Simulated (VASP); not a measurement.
# Fe (P6_3/mmc) in VASP: notebook

The runs below take Fe through single point, with PBE, r2SCAN.

Everything below comes from runs of VASP 6.6.1. Logs are shortened: lines on timing, memory, paths and dates and some standing lists are left out, and cuts for length are marked.

## 1. The cell of the first run

It takes space group P6_3/mmc (No. 194, hexagonal). Conventional cell: a = 2.534 Å, b = 2.534 Å, c = 4.359 Å, α = 90.00°, β = 90.00°, γ = 120.00°. Within 3.3 Å of Fe (site symmetry -6m2) lie 12 Fe at 2.53 to 2.62 Å.

This isn't the form of Fe at room conditions, which is bcc.

## 2. Single point, PBE, collinear spin, ferromagnetic start

Contents of INCAR:

```
SYSTEM = Fe
PREC = Accurate
ENCUT = 520
EDIFF = 1E-6
ISMEAR = 0
SIGMA = 0.05
LREAL = .FALSE.
LASPH = .TRUE.
NELM = 150
ALGO = Normal
ISIF = 2
LWAVE = .FALSE.
LCHARG = .FALSE.
ISPIN = 2
MAGMOM = 2.5 2.5
LORBIT = 11
LMAXMIX = 4
GGA = PE
NBANDS = 19
```

Contents of KPOINTS:

```
regular mesh
0
G
  8 8 6
  0 0 0
```

Contents of POSCAR:

```
Fe
1.0
    2.5339981910      0.0000000000      0.0000000000
   -1.2669990955      2.1945068066      0.0000000000
    0.0000000000      0.0000000000      4.3588617566
Fe
2
Direct
    0.3333333333      0.6666666667      0.7500000000
    0.6666666667      0.3333333333      0.2500000000
```

Potentials or basis: VASP PAW PBE potentials, release 64 (Fe).

On the command line:

```console
cat potpaw_PBE.64/Fe/POTCAR > POTCAR
mpirun -np 1 vasp_std > vasp.out
```

OUTCAR:

```text
SYSTEM = Fe
   PREC = Accurate
   ENCUT = 520
   EDIFF = 1E-6
   ISMEAR = 0
   LREAL = .FALSE.
   LASPH = .TRUE.
   NELM = 150
   ISIF = 2
   ISPIN = 2
   LORBIT = 11
   GGA = PE

 ion  position               nearest neighbor table
   1  0.333  0.667  0.750-   2 2.62   2 2.62   2 2.62   2 2.62   2 2.62   2 2.62
   2  0.667  0.333  0.250-   1 2.62   1 2.62   1 2.62   1 2.62   1 2.62   1 2.62

  LATTYP: Found a hexagonal cell.
 ALAT       =     2.5339981910
 C/A-ratio  =     1.7201518818

  Lattice vectors:

 A1 = (   2.5339981910,   0.0000000000,   0.0000000000)
 A2 = (  -1.2669990955,   2.1945068066,   0.0000000000)
 A3 = (   0.0000000000,   0.0000000000,   4.3588617566)

Analysis of symmetry for initial positions (statically):
=====================================================================
 Subroutine PRICEL returns:
 Original cell was already a primitive cell.

 Routine SETGRP: Setting up the symmetry group for a
 hexagonal supercell.

 Subroutine GETGRP returns: Found 24 space group operations
 (whereof 12 operations were pure point group operations)
 out of a pool of 24 trial point group operations.

The static configuration has the point symmetry D_3d.
 The point group associated with its full space group is D_6h.

Analysis of symmetry for dynamics (positions and initial velocities):
=====================================================================
 Subroutine PRICEL returns:
 Original cell was already a primitive cell.

 Routine SETGRP: Setting up the symmetry group for a
 hexagonal supercell.

 Subroutine GETGRP returns: Found 24 space group operations
 (whereof 12 operations were pure point group operations)
 out of a pool of 24 trial point group operations.

The dynamic configuration has the point symmetry D_3d.
 The point group associated with its full space group is D_6h.

Analysis of structural, dynamic, and magnetic symmetry:
=====================================================================
 Subroutine PRICEL returns:
 Original cell was already a primitive cell.

 Routine SETGRP: Setting up the symmetry group for a
 hexagonal supercell.

 Subroutine GETGRP returns: Found 24 space group operations
 (whereof 12 operations were pure point group operations)
 out of a pool of 24 trial point group operations.

The overall configuration has the point symmetry D_3d.
 The point group associated with its full space group is D_6h.

 Subroutine INISYM returns: Found 24 space group operations
 (whereof 12 operations are pure point group operations),
 and found     1 'primitive' translations

----------------------------------------------------------------------------------------

                                     Primitive cell

  volume of cell :      24.2391

  direct lattice vectors                    reciprocal lattice vectors
     2.533998191  0.000000000  0.000000000     0.394633273  0.227841626  0.000000000
    -1.266999095  2.194506807  0.000000000     0.000000000  0.455683253  0.000000000
     0.000000000  0.000000000  4.358861757     0.000000000  0.000000000  0.229417691

  length of vectors
     2.533998191  2.533998191  4.358861757     0.455683253  0.455683253  0.229417691

  position of ions in fractional coordinates (direct lattice)
     0.333333333  0.666666667  0.750000000
     0.666666667  0.333333333  0.250000000

  ion indices of the primitive-cell ions
   primitive index   ion index
                 1           1
                 2           2

----------------------------------------------------------------------------------------

 KPOINTS: regular mesh

Automatic generation of k-mesh.
 Grid dimensions read from file:
 generate k-points for:    8    8    6

 Generating k-lattice:

  Cartesian coordinates                     Fractional coordinates (reciprocal lattice)
     0.049329159  0.028480203  0.000000000     0.125000000 -0.000000000  0.000000000
     0.000000000  0.056960407  0.000000000     0.000000000  0.125000000  0.000000000
     0.000000000  0.000000000  0.038236282     0.000000000  0.000000000  0.166666667

  Length of vectors
     0.056960407  0.056960407  0.038236282

  Shift w.r.t. Gamma in fractional coordinates (k-lattice)
     0.000000000  0.000000000  0.000000000

 Subroutine IBZKPT returns following result:
 ===========================================

 Found     40 irreducible k-points:

 Following reciprocal coordinates:
            Coordinates               Weight
  0.000000  0.000000  0.000000      1.000000
  0.125000  0.000000  0.000000      6.000000
  0.250000  0.000000  0.000000      6.000000
  0.375000  0.000000  0.000000      6.000000
  0.500000  0.000000  0.000000      3.000000
  0.125000  0.125000  0.000000      6.000000
[... 16 lines left out ...]
  0.250000  0.000000  0.333333     12.000000
  0.375000  0.000000  0.333333     12.000000
 [... further k-points ...]
   k-points           NKPTS =     40   k-points in BZ     NKDIM =     40   number of bands    NBANDS=     19
   number of dos      NEDOS =    301   number of ions     NIONS =      2
   total plane-waves  NPLWV =  12800
   dimension x,y,z NGX =    20 NGY =   20 NGZ =   32
   dimension x,y,z NGXF=    40 NGYF=   40 NGZF=   64
   ions per type =               2
   NGX,Y,Z   is equivalent  to a cutoff of  13.12, 13.12, 12.20 a.u.
   NGXF,Y,Z  is equivalent  to a cutoff of  26.24, 26.24, 24.41 a.u.
 SYSTEM =  Fe
   PREC   = accura    normal or accurate (medium, high low for compatibility)
   ISTART =      0    job   : 0-new  1-cont  2-samecut
   ICHARG =      2    charge: 1-file 2-atom 10-const
   ISPIN  =      2    spin polarized calculation?
   LNONCOLLINEAR =      F non collinear calculations
   LSORBIT =      F    spin-orbit coupling
   LASPH  =      T    aspherical Exc in radial PAW
   ENCUT  =  520.0 eV  38.22 Ry    6.18 a.u.   4.71  4.71  8.10*2*pi/ulx,y,z
   NELM   =    150;   NELMIN=  2; NELMDL= -5     # of ELM steps
   EDIFF  = 0.1E-05   stopping-criterion for ELM
   LREAL  =      F    real-space projection
   EDIFFG = 0.1E-04   stopping-criterion for IOM
   NSW    =      0    number of steps for IOM
   IBRION =     -1    ionic relax: 0-MD 1-quasi-New 2-CG
   NFREE  =      0    steps in history (QN), initial steepest desc. (CG)
   ISIF   =      2    stress and relaxation
   ISYM   =      2    0-nonsym 1-usesym 2-fastsym
   POTIM  = 0.5000    time-step for ionic-motion
   TEBEG  =    0.0;   TEEND  =   0.0 temperature during run
   PSTRESS=    0.0 pullay stress
   NELECT =      16.0000    total number of electrons
   NUPDOWN=      -1.0000    fix difference up-down
   EMIN   =  10.00;   EMAX   =-10.00  energy-range for DOS
   EFERMI =   0.00;   METHOD = LEGACY
   ISMEAR =     0;   SIGMA  =   0.05  broadening in eV -4-tet -1-fermi 0-gaus
   EFERMI_NEDOS =   21; number of points for ismear=-14 and -15
   IALGO  =     38    algorithm
   IMIX   =      4    mixing-type and parameters
     AMIX     =   0.40;   BMIX     =  1.00
     AMIX_MAG =   1.60;   BMIX_MAG =  1.00
  volume/ion in A,a.u.               =      12.12        81.79
  Fermi-wavevector in a.u.,A,eV,Ry     =   1.425420  2.693652 27.644602  2.031821
  Thomas-Fermi vector in A             =   2.545806
   LORBIT       =     11    0 simple, 1 ext, 2 COOP (PROOUT), +10 PAW based schemes
   GGA     = PE    functional components
   LHFCALC =     F    Hartree Fock is set to
   AEXX    =    0.0000 exact exchange contribution
   IVDW    =     0    specifies the selected vdW correction
   LEPSILON=     F    determine dielectric tensor
   LRPA    =     F    only Hartree local field effects (RPA)
 spin polarized calculation
 Gauss-broadening in eV      SIGMA  =   0.05
  energy-cutoff  :      520.00
  volume of cell :       24.24
 maximum number of plane-waves:       665
 NGX is ok and might be reduce to    20
   NGX =  9   NGY =  9   NGZ = 17

 number of electron      15.9999991 magnetization       5.2489460

 Free energy of the ion-electron system (eV)
  ---------------------------------------------------
  ext. energy  EPLUGINS =         0.00000000
  ---------------------------------------------------
  free energy    TOTEN  =       -16.09653957 eV

  energy without entropy =      -16.09430359  energy(sigma->0) =      -16.09542158

 E-fermi :   5.4519     XC(G=0): -12.7303

 val. band max:        5.4006148260   @ k =   0.3750   0.1250   0.5000
 cond. band min:       5.4649129629   @ k =   0.3750   0.0000   0.0000
 fundamental gap:      0.0642981369
 Fermi energy:         5.4518972998

 spin component 1

 k-point     1 :       0.0000    0.0000    0.0000
  band No.  band energies     occupation
      1      -2.9372      1.00000
      2       0.5819      1.00000
      3       2.8553      1.00000
      4       3.0728      1.00000
      5       3.0728      1.00000
      6       3.3140      1.00000
[... 11 lines left out ...]
     18      29.5520      0.00000
     19      30.6530      0.00000
[... 485 lines left out ...]
 k-point    24 :       0.3750    0.0000    0.3333
  band No.  band energies     occupation
      1       0.5154      1.00000
      2       0.9973      1.00000
      3       1.7498      1.00000
      4       2.0672      1.00000
      5       3.4621      1.00000
      6       3.5528      1.00000
[... 11 lines left out ...]
     18      25.8037      0.00000
     19      25.9351      0.00000

 [... further k-points ...]

 spin component 2

 k-point     1 :       0.0000    0.0000    0.0000
  band No.  band energies     occupation
      1      -2.6412      1.00000
      2       1.8691      1.00000
      3       4.9286      1.00000
      4       5.0014      1.00000
      5       5.5435      0.00477
      6       5.5435      0.00477
[... 11 lines left out ...]
     18      30.4356      0.00000
     19      31.3642      0.00000
[... 485 lines left out ...]
 k-point    24 :       0.3750    0.0000    0.3333
  band No.  band energies     occupation
      1       1.6686      1.00000
      2       2.5446      1.00000
      3       3.6813      1.00000
      4       4.1957      1.00000
      5       5.3386      0.99933
      6       5.8875      0.00000
[... 11 lines left out ...]
     18      26.5337      0.00000
     19      26.6034      0.00000

 [... further k-points ...]
[... 5 lines left out ...]
  --------------------------------------------------------------------------------------
  -------------------------------------------------------------------------------------
  Total       -0.0384004     -0.0384004     -0.0059811      0.0000000     -0.0000000     -0.0000000
  in kB       -2.5382230     -2.5382230     -0.3953410      0.0000000     -0.0000000     -0.0000000
  external PRESSURE =      -1.8239290 kB  Pullay stress =       0.0000000 kB

 VOLUME and BASIS-vectors are now :
 -----------------------------------------------------------------------------
  energy-cutoff  :      520.00
  volume of cell :       24.24
      direct lattice vectors                 reciprocal lattice vectors
     2.533998191  0.000000000  0.000000000     0.394633273  0.227841626  0.000000000
    -1.266999095  2.194506807  0.000000000     0.000000000  0.455683253  0.000000000
     0.000000000  0.000000000  4.358861757     0.000000000  0.000000000  0.229417691

 POSITION                                       TOTAL-FORCE (eV/Angst)
 -----------------------------------------------------------------------------------
     -0.00000      1.46300      3.26915        -0.000000      0.000000      0.000000
      1.26700      0.73150      1.08972         0.000000     -0.000000      0.000000
 -----------------------------------------------------------------------------------
    total drift:                                0.000000     -0.000000     -0.000000

  FREE ENERGIE OF THE ION-ELECTRON SYSTEM (eV)
  ---------------------------------------------------
  free  energy   TOTEN  =       -16.0965395663 eV

  energy  without entropy=      -16.0943035872  energy(sigma->0) =      -16.09542158

 total charge

# of ion       s       p       d       tot
------------------------------------------
    1        0.472   0.482   6.199   7.153
    2        0.472   0.482   6.199   7.153
--------------------------------------------------
tot          0.943   0.964  12.399  14.306

 magnetization (x)

# of ion       s       p       d       tot
------------------------------------------
    1       -0.015  -0.032   2.659   2.612
    2       -0.015  -0.032   2.659   2.612
--------------------------------------------------
tot         -0.030  -0.064   5.318   5.223
```

It took 19 s on 1 thread of Intel Xeon 6975P-C (Granite Rapids), shared host; peak memory 0.16 GiB.

What came out:

```
Free energy                                           : -16.0965 eV
Pressure                                              : -0.2 GPa
Net moment                                            : 5.25 μB per cell
Site moments                                          : Fe +2.61 μB
Valence electrons inside the program's atomic spheres : Fe 7.15
```

Stress tensor (GPa, compression positive):
```
-0.25  0.00  0.00
 0.00 -0.25  0.00
 0.00  0.00 -0.04
```

Levels at points of the mesh, in eV from the Fermi level:
Spin up:
```
           k point  band 8  band 9  band 10  band 11  band 12  band 13  band 14  band 15
(0.00, 0.00, 0.00)   -1.65   -1.65    -0.80    -0.80    -0.71     5.25    21.31    21.92
(0.50, 0.00, 0.00)   -0.68   -0.38    -0.28     1.47     3.39     8.69     9.28    11.61
(0.00, 0.00, 0.50)   -2.40   -1.07    -1.07    -1.07    -1.07    12.60    12.60    21.94
(0.50, 0.00, 0.50)   -0.84   -0.32    -0.32     1.55     1.55     6.99     6.99    17.22
```
Spin down:
| k point | band 1 | band 2 | band 3 | band 4 | band 5 | band 6 | band 7 | band 8 | band 9 | band 10 |
| --- | --- | --- | --- | --- | --- | --- | --- | --- | --- | --- |
| (0.00, 0.00, 0.00) | -8.09 | -3.58 | -0.52 | -0.45 | 0.09 | 0.09 | 0.39 | 0.39 | 1.27 | 1.27 |
| (0.50, 0.00, 0.00) | -3.04 | -2.71 | -2.32 | -1.07 | -0.19 | 0.05 | 0.30 | 2.42 | 2.43 | 2.55 |
| (0.00, 0.00, 0.50) | -6.09 | -6.09 | -0.97 | -0.97 | 0.10 | 0.10 | 0.10 | 0.10 | 1.93 | 1.93 |
| (0.50, 0.00, 0.50) | -3.10 | -3.10 | -1.58 | -1.58 | 0.87 | 0.87 | 1.24 | 1.24 | 2.50 | 2.50 |

## 3. Single point, r2SCAN

This run uses another cell than the first one, of 12.26 Å³/atom.

Contents of POSCAR:

```
Fe
1.0
    2.5407632307      0.0000000000      0.0000000000
   -1.2703816153      2.2003655028      0.0000000000
    0.0000000000      0.0000000000      4.3862409167
Fe
2
Direct
    0.3333333333      0.6666666667      0.7500000000
    0.6666666667      0.3333333333      0.2500000000
```

Contents of INCAR.step1:

```
SYSTEM = Fe
ALGO = Normal
EDIFF = 1E-4
ENCUT = 520
GGA = PE
ISMEAR = 0
LASPH = .True.
LCHARG = .False.
LREAL = .False.
LWAVE = .True.
NBANDS = 15
NELM = 100
PREC = Accurate
SIGMA = 0.05
```

Contents of INCAR.step2:

```
SYSTEM = Fe
ALGO = Normal
EDIFF = 1E-6
ENCUT = 520
ISIF = 2
ISMEAR = 0
ISTART = 1
LASPH = .True.
LCHARG = .False.
LMIXTAU = .True.
LREAL = .False.
LWAVE = .False.
METAGGA = R2SCAN
NBANDS = 15
NELM = 100
PREC = Accurate
SIGMA = 0.05
```

Contents of KPOINTS:

```
k-points
0
Gamma
  18 18 10
  0 0 0
```

Potentials or basis: VASP PAW PBE potentials, release 64 (Fe).

On the command line:

```console
cat potpaw_PBE.64/Fe/POTCAR > POTCAR
cp INCAR.step1 INCAR
mpirun -np 1 vasp_std > vasp.out
cp INCAR.step2 INCAR
mpirun -np 1 vasp_std > vasp.out
```

It took 2 min on 1 thread of Intel Xeon 6975P-C (Granite Rapids), shared host; peak memory 0.2 GiB.

Results (log left out):

```
Free energy            : -26.5112 eV
Pressure               : -40.7 GPa
Band gap on the k mesh : zero (bands 8 and 9 overlap by 1.30 eV)
```

Stress tensor (GPa, compression positive):
```
-33.22   0.00   0.00
  0.00 -33.22   0.00
  0.00   0.00 -55.68
```

Levels at points of the mesh, in eV from the Fermi level:
```csv
k point,band 4,band 5,band 6,band 7,band 8,band 9,band 10,band 11,band 12,band 13
"(0.00, 0.00, 0.00)",-1.25,-1.25,-0.99,-0.99,-0.47,-0.33,-0.33,0.56,0.56,6.22
"(0.50, 0.00, 0.00)",-1.48,-1.46,-1.17,-1.08,0.68,0.87,0.97,2.31,4.24,9.57
"(0.00, 0.00, 0.50)",-1.96,-1.25,-1.25,-1.25,-1.25,0.26,0.26,0.26,0.26,13.53
"(0.50, 0.00, 0.50)",-2.68,-0.33,-0.33,0.13,0.13,0.93,0.93,2.16,2.16,8.05
```

Caveat: the stress differs along the axes, from -56 to -33 GPa; the PAW data sets were made with another functional, which shifts forces and pressure a little; the run has no spin polarisation, though such a crystal can be magnetic.

The gap in the log of VASP goes by the Fermi energy; the results here count the filled bands.